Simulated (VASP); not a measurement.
Wanted: the native input for a VASP 6.6.1 run.

* Task: electric field gradients
* Functional: LDA
* Potentials or basis: VASP PAW LDA potentials, release 64 (Ti_sv, O)
* Cutoff: 520 eV
* k mesh: 7 × 7 × 10
* Occupations: fermi-dirac, width 0.05 eV
* Spin: no spin polarisation
* Dipole correction: no
* Further INCAR settings: ALGO = Normal; EDIFF = 1e-08; NBANDS = 33

The structure of TiO2 lies in POSCAR:

```
TiO2
1.0
    4.5940000000      0.0000000000      0.0000000000
    0.0000000000      4.5940000000      0.0000000000
    0.0000000000      0.0000000000      2.9590000000
Ti O
2 4
Direct
    0.0000000000      0.0000000000      0.0000000000
    0.5000000000      0.5000000000      0.5000000000
    0.3060000000      0.3060000000      0.0000000000
    0.1940000000      0.8060000000      0.5000000000
    0.6940000000      0.6940000000      0.0000000000
    0.8060000000      0.1940000000      0.5000000000
```

The input as run:

INCAR

```
SYSTEM = TiO2
  PREC = Accurate
  ENCUT = 520
  EDIFF = 1E-8
  ISMEAR = -1
  SIGMA = 0.05
  LREAL = .FALSE.
  LASPH = .TRUE.
  NELM = 60
  ALGO = Normal
  ISIF = 2
  LWAVE = .FALSE.
  LCHARG = .FALSE.
  GGA = CA
  LEFG = .TRUE.
  NBANDS = 33
```

KPOINTS

```
Automatic mesh
0
G
  7 7 10
  0 0 0
```

Potentials or basis: VASP PAW LDA potentials, release 64 (Ti_sv, O).

Command:

```bash
$ cat potpaw_LDA.64/Ti_sv/POTCAR potpaw_LDA.64/O/POTCAR > POTCAR
$ mpirun -np 1 vasp_std > vasp.out
```

Results of the run:

```
Pressure                                : -6.7 GPa
Largest force                           : 0.132 eV/Å
Band gap on the k mesh                  : 1.82 eV
Largest electric field gradient by atom : Ti -25.4; O +19.5 V/Å²
```

Caveat: the cell stands under tension; without QUAD_EFG the Cq values of the log hold for a quadrupole moment of 1 mb, not for the nuclei.

Wall time 3.4 min on 1 thread of Intel Xeon 8259CL, with other jobs on the host, peak memory 0.22 GiB.
